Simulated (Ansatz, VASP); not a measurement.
# ZnS: VASP beside Ansatz

INCAR

```
PREC     = Accurate       # precision mode
ENCUT    = 520            # plane-wave cutoff, eV
EDIFF    = 1E-8           # SCF threshold, eV
ISMEAR   = -1             # smearing method
SIGMA    = 0.01           # smearing width, eV
LREAL    = False          # projectors in reciprocal space
LASPH    = True           # aspherical terms in the spheres
NELM     = 60             # most SCF steps
ALGO     = Normal         # electronic algorithm
ISIF     = 2              # what is computed and relaxed
LWAVE    = False          # write WAVECAR
LCHARG   = False          # write CHGCAR
GGA      = PS             # functional
LEFG     = True         
NBANDS   = 16             # bands
```

Contents of KPOINTS:

```
regular mesh
0
Gamma
  9 9 9
```

Contents of POSCAR:

```
ZnS
1.0
    0.0000000000      2.7225621114      2.7225621114
    2.7225621114      0.0000000000      2.7225621114
    2.7225621114      2.7225621114      0.0000000000
Zn S
1 1
Direct
    0.0000000000      0.0000000000      0.0000000000
    0.7500000000      0.7500000000      0.7500000000
```

Input for Ansatz:

```yaml
crystal:
  lattice:
    - [0.0, 2.7225621114, 2.7225621114]
    - [2.7225621114, 0.0, 2.7225621114]
    - [2.7225621114, 2.7225621114, 0.0]
  atoms:
    - { symbol: Zn, position: [0.0, 0.0, 0.0] }
    - { symbol: S, position: [0.75, 0.75, 0.75] }
kpoints:
  mp_grid: { grid: [9, 9, 9] }
scf:
  occupations: { method: fermi_dirac, width: 0.01 }
hamiltonian:
  xc: pbesol
  pseudopotentials: { kind: all_electron, datasets: crystal }
output:
  forces: true
  stress: true
  eigenvalues: true
  efg: { contact_densities: true }
```

Change from the starting cell: volume scaled by 1.02, crystal datasets.

Alike in both runs: task electric field gradients; functional PBEsol; k mesh 9 × 9 × 9; occupations fermi-dirac, width 0.01 eV; no spin polarisation.

|  | VASP | Ansatz |
| --- | --- | --- |
| version | VASP 6.6.1 | Ansatz 0.2.0 |
| potentials or method | VASP PAW PBE potentials, release 64 (Zn, S), cutoff 520 eV | all-electron PAW with datasets made for the crystal, scalar-relativistic |

```tsv
	VASP	Ansatz	Ansatz less VASP
gap on the k mesh at the Fermi level (eV)	1.88	1.88	-0.001
pressure (GPa)	-3.3	-3.5	-0.16
```

VASP's potentials were made for PBE, not for PBEsol. Ansatz ran all-electron here, and VASP with PAW potentials.
